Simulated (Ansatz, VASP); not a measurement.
## Two plane-wave programs on SnGe2

The input INCAR:

```
PREC = Accurate
ENCUT = 600
EDIFF = 1E-6
ISMEAR = 0
SIGMA = 0.1
LREAL = False
LASPH = True
NELM = 80
ALGO = Normal
ISIF = 3
LWAVE = False
LCHARG = False
GGA = PE
IBRION = 2
NSW = 90
EDIFFG = -0.04
```

KPOINTS

```
Automatic mesh
0
Gamma
  6 6 6
```

The input POSCAR:

```
SnGe2
1.0
    0.0000000000      3.1357842200      3.1357842200
    3.1357842200      0.0000000000      3.1357842200
    3.1357842200      3.1357842200      0.0000000000
Sn Ge
1 2
Direct
    0.0000000000      0.0000000000      0.0000000000
    0.2500000000      0.2500000000      0.2500000000
    0.5000000000      0.5000000000      0.5000000000
```

Input for Ansatz:

```yaml
crystal:
  lattice:
    - [0.0, 3.13578422, 3.13578422]
    - [3.13578422, 0.0, 3.13578422]
    - [3.13578422, 3.13578422, 0.0]
  atoms:
    - { symbol: Sn, position: [0.0, 0.0, 0.0] }
    - { symbol: Ge, position: [0.25, 0.25, 0.25] }
    - { symbol: Ge, position: [0.5, 0.5, 0.5] }
basis:
  ecutwfc: 420
kpoints:
  mp_grid: { grid: [6, 6, 6] }
hamiltonian:
  xc: pbe
scf:
  occupations: { method: gaussian, width: 0.1 }
  lower_state_search: "off"
output:
  forces: true
  stress: true
  eigenvalues: true
relax:
  adjacent_minimum: "off"
  f_tol: 0.04
  max_steps: 70
  cell: { stress_tol: 0.4 }
```

Change from the starting cell: species swapped into the Cu2Se type (F-43m, No. 216).

Alike in both runs: task relaxation of cell and atoms; functional PBE; k mesh 6 × 6 × 6; occupations gaussian, width 0.1 eV; no spin polarisation.

```csv
,VASP,Ansatz
version,VASP 6.6.1,Ansatz 0.2.0
potentials or method,"VASP PAW PBE potentials, release 64 (Sn_d, Ge_d), cutoff 600 eV","scalar-relativistic, plane waves, PAW"
valence electrons in the cell,42,42
```

Ansatz gave:

* gap on the k mesh at the Fermi level, each at its own relaxed structure (eV): none
* relaxed volume (Å³/atom): 25.58
* relaxed cell length with the largest relative difference (Å): 4.770

Question: What did VASP give for the same quantities?

Answer: gap on the k mesh at the Fermi level, each at its own relaxed structure (eV): none; relaxed volume (Å³/atom): 25.43; relaxed cell length with the largest relative difference (Å): 4.761.

A gap of «none» marks a metal or a gap that the smearing closes.

Noted on VASP's run: the volume moved by over 15 % at a fixed basis, so the end points are rough.
